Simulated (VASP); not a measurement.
Runs of VASP 6.6.1 on Se. The structure is that of space group Im-3m (No. 229), or close to it. The cells are those of the table. This isn't the form of Se at room conditions, which is trigonal, of chains.

```tsv
level	cell	k mesh	cutoff (eV)	gap on the mesh (eV)	pressure (GPa)
r2SCAN	a = 2.972 Å, angles 109.5°, 1 atom	18 × 18 × 18	550	none	(b)
PBE	a = 3.022 Å, angles 109.5°, 1 atom	18 × 18 × 18	520	none	-2.8
PBE	a = 2.953 Å, angles 109.5°, 1 atom	18 × 18 × 18	520	none	2.0
PBE	a = 2.909, b = 2.861, c = 2.852 Å, angles 108.7, 109.4, 110.8°, 1 atom	16 × 16 × 16	520	none	10.6
PBE	a = 2.843 Å, angles 109.5°, 1 atom	18 × 18 × 18	520	none	(a)
```

Alike in all rows: task single point; potentials or basis VASP PAW PBE potentials, release 64 (Se); no spin polarisation; smearing gaussian 0.1 eV.

Question: Fill in the values left out.

Answer: (a) 14.1; (b) 0.0.

Caveats: the cell stands under pressure (at least some runs); the PAW data sets were made with another functional, which shifts forces and pressure a little (at least some runs).

A k mesh can miss the band edges, and the runs leave out spin-orbit coupling on Se.

A gap of «none» marks levels without a gap at the run's occupations.
